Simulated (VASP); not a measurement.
# AlN (P6_3mc) in VASP: further runs

The runs below take AlN through single point, relaxation of cell and atoms, with PBEsol.

All numbers are computed with VASP 6.6.1; they aren't measurements. Logs are shortened: lines on timing, memory, paths and dates and some standing lists are left out, and cuts for length are marked.

## 1. The cell of the first run

It takes space group P6_3mc (No. 186, hexagonal). The conventional cell has a = 3.176 Å, b = 3.176 Å, c = 4.920 Å, α = 90.00°, β = 90.00°, γ = 120.00°. Al (site symmetry 3m) has 4 N at 1.91 Å within 2.5 Å. Within 2.5 Å of N (site symmetry 3m) lie 4 Al at 1.91 Å.

## 2. Single point, PBEsol (film at in-plane strain +0.02)

The input, INCAR:

```
SYSTEM = AlN
PREC     = Accurate       ! precision mode
ENCUT    = 520            ! plane-wave cutoff, eV
EDIFF    = 1E-6           ! SCF threshold, eV
ISMEAR   = 0              ! smearing method
SIGMA    = 0.01           ! smearing width, eV
LREAL    = .False.        ! projectors in reciprocal space
LASPH    = .True.         ! aspherical terms in the spheres
NELM     = 60             ! most SCF steps
ALGO     = Normal         ! electronic algorithm
ISIF     = 2              ! what is computed and relaxed
LWAVE    = .False.        ! write WAVECAR
LCHARG   = .True.         ! write CHGCAR
GGA      = PS             ! functional
LELF     = .True.         ! ELF
LVHAR    = .True.       
NBANDS   = 16             ! bands
```

The input, KPOINTS:

```
Automatic mesh
0
Gamma
  8 8 6
  0 0 0
```

The input, POSCAR:

```
AlN
1.0
    3.1761061181      0.0000000000      0.0000000000
   -1.5880530591      2.7505885834      0.0000000000
    0.0000000000      0.0000000000      4.9198227098
Al N
2 2
Direct
    0.3333333333      0.6666666667     -0.0040352106
    0.6666666667      0.3333333333      0.4959647894
    0.3333333333      0.6666666667      0.3840352106
    0.6666666667      0.3333333333      0.8840352106
```

Potentials or basis: VASP PAW PBE potentials, release 64 (Al, N).

Command:

```sh
cat potpaw_PBE.64/Al/POTCAR potpaw_PBE.64/N/POTCAR > POTCAR
mpirun -np 1 vasp_std > vasp.out
```

OUTCAR:

```text
SYSTEM = AlN
   PREC = Accurate
   ENCUT = 520
   EDIFF = 1E-6
   ISMEAR = 0
   LREAL = .False.
   LASPH = .True.
   NELM = 60
   ISIF = 2
   GGA = PS

 ion  position               nearest neighbor table
   1  0.333  0.667  0.996-   3 1.91   4 1.91   4 1.91   4 1.91   2 3.07   2 3.07   2 3.07   2 3.07
                             2 3.07   2 3.07
   2  0.667  0.333  0.496-   4 1.91   3 1.91   3 1.91   3 1.91   1 3.07   1 3.07   1 3.07   1 3.07
                             1 3.07   1 3.07
   3  0.333  0.667  0.384-   1 1.91   2 1.91   2 1.91   2 1.91
   4  0.667  0.333  0.884-   2 1.91   1 1.91   1 1.91   1 1.91

  LATTYP: Found a hexagonal cell.
 ALAT       =     3.1761061181
 C/A-ratio  =     1.5490108097

  Lattice vectors:

 A1 = (   3.1761061181,   0.0000000000,   0.0000000000)
 A2 = (  -1.5880530591,   2.7505885834,   0.0000000000)
 A3 = (   0.0000000000,   0.0000000000,   4.9198227098)

Analysis of symmetry for initial positions (statically):
=====================================================================
 Subroutine PRICEL returns:
 Original cell was already a primitive cell.

 Routine SETGRP: Setting up the symmetry group for a
 hexagonal supercell.

 Subroutine GETGRP returns: Found 12 space group operations
 (whereof  6 operations were pure point group operations)
 out of a pool of 24 trial point group operations.

The static configuration has the point symmetry C_3v.
 The point group associated with its full space group is C_6v.

Analysis of symmetry for dynamics (positions and initial velocities):
=====================================================================
 Subroutine PRICEL returns:
 Original cell was already a primitive cell.

 Routine SETGRP: Setting up the symmetry group for a
 hexagonal supercell.

 Subroutine GETGRP returns: Found 12 space group operations
 (whereof  6 operations were pure point group operations)
 out of a pool of 24 trial point group operations.

The dynamic configuration has the point symmetry C_3v.
 The point group associated with its full space group is C_6v.

 Subroutine INISYM returns: Found 12 space group operations
 (whereof  6 operations are pure point group operations),
 and found     1 'primitive' translations

----------------------------------------------------------------------------------------

                                     Primitive cell

  volume of cell :      42.9804

  direct lattice vectors                    reciprocal lattice vectors
     3.176106118  0.000000000  0.000000000     0.314850941  0.181779276  0.000000000
    -1.588053059  2.750588583  0.000000000     0.000000000  0.363558551  0.000000000
     0.000000000  0.000000000  4.919822710     0.000000000  0.000000000  0.203259357

  length of vectors
     3.176106118  3.176106118  4.919822710     0.363558551  0.363558551  0.203259357

  position of ions in fractional coordinates (direct lattice)
     0.333333333  0.666666667  0.995964789
     0.666666667  0.333333333  0.495964789
     0.333333333  0.666666667  0.384035211
     0.666666667  0.333333333  0.884035211

  ion indices of the primitive-cell ions
   primitive index   ion index
                 1           1
                 2           2
                 3           3
                 4           4

----------------------------------------------------------------------------------------

 KPOINTS: Automatic mesh

Automatic generation of k-mesh.
 Grid dimensions read from file:
 generate k-points for:    8    8    6

 Generating k-lattice:

  Cartesian coordinates                     Fractional coordinates (reciprocal lattice)
     0.039356368  0.022722409  0.000000000     0.125000000  0.000000000  0.000000000
     0.000000000  0.045444819  0.000000000     0.000000000  0.125000000  0.000000000
     0.000000000  0.000000000  0.033876559     0.000000000  0.000000000  0.166666667

  Length of vectors
     0.045444819  0.045444819  0.033876559

  Shift w.r.t. Gamma in fractional coordinates (k-lattice)
     0.000000000  0.000000000  0.000000000

 Subroutine IBZKPT returns following result:
 ===========================================

 Found     40 irreducible k-points:

 Following reciprocal coordinates:
            Coordinates               Weight
  0.000000  0.000000  0.000000      1.000000
  0.125000  0.000000  0.000000      6.000000
  0.250000  0.000000  0.000000      6.000000
  0.375000  0.000000  0.000000      6.000000
  0.500000  0.000000  0.000000      3.000000
  0.125000  0.125000  0.000000      6.000000
[... 16 lines left out ...]
  0.250000  0.000000  0.333333     12.000000
  0.375000  0.000000  0.333333     12.000000
 [... further k-points ...]
   k-points           NKPTS =     40   k-points in BZ     NKDIM =     40   number of bands    NBANDS=     16
   number of dos      NEDOS =    301   number of ions     NIONS =      4
   total plane-waves  NPLWV =  23040
   dimension x,y,z NGX =    24 NGY =   24 NGZ =   40
   dimension x,y,z NGXF=    48 NGYF=   48 NGZF=   80
   ions per type =               2   2
   NGX,Y,Z   is equivalent  to a cutoff of  12.56, 12.56, 13.52 a.u.
   NGXF,Y,Z  is equivalent  to a cutoff of  25.12, 25.12, 27.03 a.u.
 SYSTEM =  AlN
   PREC   = accura    normal or accurate (medium, high low for compatibility)
   ISTART =      0    job   : 0-new  1-cont  2-samecut
   ICHARG =      2    charge: 1-file 2-atom 10-const
   ISPIN  =      1    spin polarized calculation?
   LNONCOLLINEAR =      F non collinear calculations
   LSORBIT =      F    spin-orbit coupling
   LASPH  =      T    aspherical Exc in radial PAW
   ENCUT  =  520.0 eV  38.22 Ry    6.18 a.u.   5.91  5.91  9.15*2*pi/ulx,y,z
   NELM   =     60;   NELMIN=  2; NELMDL= -5     # of ELM steps
   EDIFF  = 0.1E-05   stopping-criterion for ELM
   LREAL  =      F    real-space projection
   EDIFFG = 0.1E-04   stopping-criterion for IOM
   NSW    =      0    number of steps for IOM
   IBRION =     -1    ionic relax: 0-MD 1-quasi-New 2-CG
   NFREE  =      0    steps in history (QN), initial steepest desc. (CG)
   ISIF   =      2    stress and relaxation
   ISYM   =      2    0-nonsym 1-usesym 2-fastsym
   POTIM  = 0.5000    time-step for ionic-motion
   TEBEG  =    0.0;   TEEND  =   0.0 temperature during run
   PSTRESS=    0.0 pullay stress
   NELECT =      16.0000    total number of electrons
   NUPDOWN=      -1.0000    fix difference up-down
   EMIN   =  10.00;   EMAX   =-10.00  energy-range for DOS
   EFERMI =   0.00;   METHOD = LEGACY
   ISMEAR =     0;   SIGMA  =   0.01  broadening in eV -4-tet -1-fermi 0-gaus
   EFERMI_NEDOS =   21; number of points for ismear=-14 and -15
   IALGO  =     38    algorithm
   IMIX   =      4    mixing-type and parameters
     AMIX     =   0.40;   BMIX     =  1.00
     AMIX_MAG =   1.60;   BMIX_MAG =  1.00
  volume/ion in A,a.u.               =      10.75        72.51
  Fermi-wavevector in a.u.,A,eV,Ry     =   1.177673  2.225480 18.870113  1.386914
  Thomas-Fermi vector in A             =   2.314016
   LORBIT       =      0    0 simple, 1 ext, 2 COOP (PROOUT), +10 PAW based schemes
   GGA     = PS    functional components
   LHFCALC =     F    Hartree Fock is set to
   AEXX    =    0.0000 exact exchange contribution
   IVDW    =     0    specifies the selected vdW correction
   LEPSILON=     F    determine dielectric tensor
   LRPA    =     F    only Hartree local field effects (RPA)
 non-spin polarized calculation
 Gauss-broadening in eV      SIGMA  =   0.01
  energy-cutoff  :      520.00
  volume of cell :       42.98
 maximum number of plane-waves:      1176
 NGX is ok and might be reduce to    24
   NGX = 11   NGY = 11   NGZ = 19

 number of electron      16.0000003 magnetization

 Free energy of the ion-electron system (eV)
  ---------------------------------------------------
  ext. energy  EPLUGINS =         0.00000000
  ---------------------------------------------------
  free energy    TOTEN  =       -31.26768624 eV

  energy without entropy =      -31.26768624  energy(sigma->0) =      -31.26768624

 E-fermi :   6.0955     XC(G=0): -10.9827

 val. band max:        5.9892936539   @ k =   0.0000   0.0000   0.0000
 cond. band min:       9.6922699636   @ k =   0.0000   0.0000   0.0000
 fundamental gap:      3.7029763098
 Fermi energy:         6.0954645611

 k-point     1 :       0.0000    0.0000    0.0000
  band No.  band energies     occupation
      1      -9.2049      2.00000
      2      -6.9707      2.00000
      3      -0.0126      2.00000
      4       4.7742      2.00000
      5       4.7742      2.00000
      6       5.5178      2.00000
[... 8 lines left out ...]
     15      18.3750      0.00000
     16      19.2055      0.00000

 k-point     2 :       0.1250    0.0000    0.0000
  band No.  band energies     occupation
      1      -9.0167      2.00000
      2      -6.8759      2.00000
      3       0.2121      2.00000
      4       3.9375      2.00000
      5       4.5357      2.00000
      6       4.7111      2.00000
[... 8 lines left out ...]
     15      18.2168      0.00000
     16      18.4254      0.00000

 k-point     3 :       0.2500    0.0000    0.0000
  band No.  band energies     occupation
      1      -8.4921      2.00000
      2      -6.6604      2.00000
      3       0.8582      2.00000
      4       2.2921      2.00000
      5       3.3490      2.00000
      6       4.0795      2.00000
[... 8 lines left out ...]
     15      17.6720      0.00000
     16      18.4333      0.00000

 k-point     4 :       0.3750    0.0000    0.0000
  band No.  band energies     occupation
      1      -7.7811      2.00000
      2      -6.5323      2.00000
      3       0.9285      2.00000
      4       1.8051      2.00000
      5       2.2220      2.00000
      6       3.7090      2.00000
[... 8 lines left out ...]
     15      17.7436      0.00000
     16      20.0291      0.00000

 k-point     5 :       0.5000    0.0000    0.0000
  band No.  band energies     occupation
      1      -7.3285      2.00000
      2      -6.6032      2.00000
      3       0.4146      2.00000
      4       1.7596      2.00000
      5       2.5119      2.00000
      6       3.5714      2.00000
[... 8 lines left out ...]
     15      18.1902      0.00000
     16      20.7103      0.00000

 k-point     6 :       0.1250    0.1250    0.0000
  band No.  band energies     occupation
      1      -8.6596      2.00000
      2      -6.7194      2.00000
      3       0.6484      2.00000
      4       3.0492      2.00000
      5       3.2522      2.00000
      6       4.4495      2.00000
[... 8 lines left out ...]
     15      17.8609      0.00000
     16      18.5483      0.00000
[... 267 lines left out ...]
 k-point    21 :       0.0000    0.0000    0.3333
  band No.  band energies     occupation
      1      -8.7754      2.00000
      2      -7.7037      2.00000
      3       1.3395      2.00000
      4       4.0818      2.00000
      5       4.9512      2.00000
      6       4.9512      2.00000
[... 8 lines left out ...]
     15      17.2355      0.00000
     16      17.2355      0.00000

 k-point    22 :       0.1250    0.0000    0.3333
  band No.  band energies     occupation
      1      -8.5989      2.00000
      2      -7.5672      2.00000
      3       1.4028      2.00000
      4       3.5943      2.00000
      5       4.3360      2.00000
      6       4.7546      2.00000
[... 8 lines left out ...]
     15      17.6265      0.00000
     16      17.6453      0.00000

 k-point    23 :       0.2500    0.0000    0.3333
  band No.  band energies     occupation
      1      -8.1147      2.00000
      2      -7.2185      2.00000
      3       1.2785      2.00000
      4       2.3376      2.00000
      5       3.4781      2.00000
      6       4.3569      2.00000
[... 8 lines left out ...]
     15      17.6831      0.00000
     16      18.4650      0.00000

 k-point    24 :       0.3750    0.0000    0.3333
  band No.  band energies     occupation
      1      -7.4888      2.00000
      2      -6.8623      2.00000
      3       0.5176      2.00000
      4       1.1808      2.00000
      5       3.5152      2.00000
      6       4.0206      2.00000
[... 8 lines left out ...]
     15      17.6632      0.00000
     16      19.4354      0.00000

 [... further k-points ...]

------------------------ aborting loop because EDIFF is reached ----------------------------------------

  FORCE on cell =-STRESS in cart. coord.  units (eV):
  Direction    XX          YY          ZZ          XY          YZ          ZX
  --------------------------------------------------------------------------------------
  -------------------------------------------------------------------------------------
  Total       -2.2605179     -2.2605179     -0.0144328      0.0000000      0.0000000      0.0000000
  in kB      -84.2652342    -84.2652342     -0.5380112      0.0000000      0.0000000      0.0000000
  external PRESSURE =     -56.3561599 kB  Pullay stress =       0.0000000 kB

 VOLUME and BASIS-vectors are now :
 -----------------------------------------------------------------------------
  energy-cutoff  :      520.00
  volume of cell :       42.98
      direct lattice vectors                 reciprocal lattice vectors
     3.176106118  0.000000000  0.000000000     0.314850941  0.181779276  0.000000000
    -1.588053059  2.750588583  0.000000000     0.000000000  0.363558551  0.000000000
     0.000000000  0.000000000  4.919822710     0.000000000  0.000000000  0.203259357

 POSITION                                       TOTAL-FORCE (eV/Angst)
 -----------------------------------------------------------------------------------
     -0.00000      1.83373      4.89997         0.000000      0.000000     -0.004221
      1.58805      0.91686      2.44006        -0.000000      0.000000     -0.004221
     -0.00000      1.83373      1.88939         0.000000     -0.000000      0.004221
      1.58805      0.91686      4.34930        -0.000000      0.000000      0.004221
 -----------------------------------------------------------------------------------
    total drift:                               -0.000000      0.000000     -0.001358

  FREE ENERGIE OF THE ION-ELECTRON SYSTEM (eV)
  ---------------------------------------------------
  free  energy   TOTEN  =       -31.2676862371 eV

  energy  without entropy=      -31.2676862371  energy(sigma->0) =      -31.26768624
```

Run time: 14 s. Hardware: 1 thread of Intel Xeon Platinum 8375C at 2.90GHz (Ice Lake), shared host; peak memory 0.16 GiB.

Results:

```yaml
Free_energy: -31.2677 eV
Pressure: -5.6 GPa
Largest_force: 0.004 eV/Å
Band_gap_on_the_k_mesh: 3.70 eV, direct
```

Forces on the atoms (eV/Å):
```
Al   0.000  0.000 -0.004
Al   0.000  0.000 -0.004
N    0.000  0.000  0.004
N    0.000  0.000  0.004
```

Stress tensor (GPa, compression positive):
```
-8.43  0.00  0.00
 0.00 -8.43  0.00
 0.00  0.00 -0.05
```

Caveat: the cell differs from its parent crystal (film at in-plane strain +0.02); the PAW data sets were made with another functional, which shifts forces and pressure a little.

## 3. Single point, PBEsol

This run uses another cell than the first one, of 10.46 Å³/atom, 0.973 times its volume.

The input, INCAR:

```
SYSTEM = AlN
  PREC = Accurate
  ENCUT = 520
  EDIFF = 1E-6
  ISMEAR = -1
  SIGMA = 0.08
  LREAL = .False.
  LASPH = .True.
  NELM = 60
  ALGO = Normal
  ISIF = 2
  LWAVE = .False.
  LCHARG = .False.
  GGA = PS
  NBANDS = 16
```

The input, KPOINTS:

```
Automatic mesh
0
Gamma
  14 14 8
  0 0 0
```

The input, POSCAR:

```
AlN
1.0
    3.1138295276      0.0000000000      0.0000000000
   -1.5569147638      2.6966554739      0.0000000000
    0.0000000000      0.0000000000      4.9828522028
Al N
2 2
Direct
    0.3333333333      0.6666666667     -0.0010085599
    0.6666666667      0.3333333333      0.4989914401
    0.3333333333      0.6666666667      0.3810085599
    0.6666666667      0.3333333333      0.8810085599
```

Potentials or basis: VASP PAW PBE potentials, release 64 (Al, N).

Command:

```sh
cat potpaw_PBE.64/Al/POTCAR potpaw_PBE.64/N/POTCAR > POTCAR
mpirun -np 1 vasp_std > vasp.out
```

Wall time 38 s (1 thread of Intel Xeon Platinum 8375C at 2.90GHz (Ice Lake), shared host); peak memory 0.2 GiB.

It converged, with:

| Property | Result |
| --- | --- |
| Free energy | -31.3124 eV |
| Pressure | 0.0 GPa |
| Band gap on the k mesh | 4.11 eV, direct |

Levels at points of the mesh, in eV from the valence-band top:
```tsv
k point	band 6	band 7	band 8	band 9	band 10	band 11
(0.00, 0.00, 0.00)	-0.23	-0.23	0.00	4.11	6.54	10.49
(0.50, 0.00, 0.00)	-2.12	-1.81	-0.70	5.66	5.67	8.07
(0.00, 0.00, 0.50)	-0.56	-0.56	-0.56	6.36	6.36	10.20
(0.50, 0.00, 0.50)	-1.49	-1.38	-1.38	5.17	5.17	9.12
```

Caveat: the PAW data sets were made with another functional, which shifts forces and pressure a little.

## 4. Relaxation of cell and atoms, PBEsol

This run uses another cell than the first one, of 10.45 Å³/atom, 0.973 times its volume.

The input, INCAR:

```
SYSTEM = AlN
ALGO = Normal
EDIFF = 1E-7
EDIFFG = -0.002
ENCUT = 600
GGA = PS
IBRION = 2
ISIF = 3
ISMEAR = -1
LASPH = .True.
LCHARG = .False.
LREAL = .False.
LWAVE = .False.
NELM = 80
NSW = 100
PREC = Accurate
SIGMA = 0.08
```

The input, KPOINTS:

```
k-points
0
Gamma
  14 14 8
  0 0 0
```

The input, POSCAR:

```
AlN
1.0
    3.1130000000      0.0000000000      0.0000000000
   -1.5565000000      2.6959370820      0.0000000000
    0.0000000000      0.0000000000      4.9810000000
Al N
2 2
Direct
    0.3333333333      0.6666666667      0.0000000000
    0.6666666667      0.3333333333      0.5000000000
    0.3333333333      0.6666666667      0.3800000000
    0.6666666667      0.3333333333      0.8800000000
```

Command:

```sh
cat potpaw_PBE.64/Al/POTCAR potpaw_PBE.64/N/POTCAR > POTCAR
mpirun -np 1 vasp_std > vasp.out
```

Wall time 2.8 min (1 thread of Intel Xeon Platinum 8375C at 2.90GHz (Ice Lake), shared host); peak memory 0.22 GiB.

Results (log left out):

- Free energy: -31.3157 eV
- Relaxed volume: 10.45 Å³/atom
- Relaxed cell: a = 3.113 Å, b = 3.113 Å, c = 4.982 Å, α = 90.00°, β = 90.00°, γ = 120.00°
- Space group after relaxing (to 0.05 Å): P6_3mc (No. 186)
- Energy gained by relaxing: 0.3 meV/atom
- Ionic steps: 5
- Pressure after relaxing: 0.0 GPa
- Band gap on the k mesh: 4.12 eV, direct

Step by step:
```tsv
step	energy change (eV)	largest force (eV/Å)	pressure (GPa)	volume (Å³)
1	0.0000	0.1320	0.10	41.80
2	-0.0002	0.0870	-0.09	41.84
3	-0.0012	0.0140	-0.02	41.82
4	-0.0013	0.0070	-0.01	41.82
5	-0.0013	0.0001	0.00	41.81
```

Final structure:
```
Al N
1.0
     3.11305    0.00000    0.00000
    -1.55652    2.69598    0.00000
     0.00000    0.00000    4.98218
Al N
2 2
Direct
  0.33333 0.66667 0.99900
  0.66667 0.33333 0.49900
  0.33333 0.66667 0.38100
  0.66667 0.33333 0.88100
```

Levels at points of the mesh, in eV from the valence-band top:
| k point | band 6 | band 7 | band 8 | band 9 | band 10 | band 11 |
| --- | --- | --- | --- | --- | --- | --- |
| (0.00, 0.00, 0.00) | -0.22 | -0.22 | 0.00 | 4.12 | 6.55 | 10.50 |
| (0.50, 0.00, 0.00) | -2.12 | -1.81 | -0.70 | 5.67 | 5.67 | 8.07 |
| (0.00, 0.00, 0.50) | -0.56 | -0.56 | -0.56 | 6.37 | 6.37 | 10.20 |
| (0.50, 0.00, 0.50) | -1.49 | -1.38 | -1.38 | 5.17 | 5.17 | 9.12 |

Caveat: the PAW data sets were made with another functional, which shifts forces and pressure a little. A k mesh can miss the band edges.

(Part 1 of 2 ends here.)
